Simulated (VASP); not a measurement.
Pb: single point with PBEsol

Pb:

```
Pb
1.0
    -1.49141    1.49141    1.49141
     1.49141   -1.49141    1.49141
     1.49141    1.49141   -1.49141
Pb
1
Direct
  0.00000 0.00000 0.00000
```

```json
{
  "Program": "VASP 6.6.1",
  "Task": "single point",
  "Functional": "PBEsol",
  "Potentials or basis": "VASP PAW PBE potentials, release 64 (Pb_d)",
  "Cutoff": "500 eV",
  "k mesh": "8 × 8 × 8",
  "Occupations": "gaussian, width 0.1 eV",
  "Spin": "no spin polarisation",
  "Dipole correction": "no",
  "Further INCAR settings": "ALGO = Normal; EDIFF = 1e-06; NBANDS = 13"
}
```

- Pressure: 287.0 GPa
- Band gap on the k mesh: zero (band 7 reaches 31.68 eV, above the bottom of band 8 at 17.41 eV)

Levels at points of the mesh, in eV from the Fermi level:
```csv
k point,band 5,band 6,band 7,band 8,band 9,band 10
"(0.00, 0.00, 0.00)",-19.11,-19.11,9.34,9.34,9.34,17.77
"(0.50, 0.00, 0.00)",-17.81,-10.81,-8.53,4.59,5.74,14.34
"(0.50, 0.50, 0.50)",-18.14,-2.91,-2.91,-2.91,0.27,6.57
```

It took 2.9 s on 1 thread of AMD EPYC 9R45 96-Core Processor (Zen 5), with other jobs on the host, peak memory 0.09 GiB.

Caveat: the k points lie up to 0.37 Å⁻¹ apart; the PAW data sets were made with another functional, which shifts forces and pressure a little; spin-orbit coupling is left out, which moves the levels of the heavy elements.
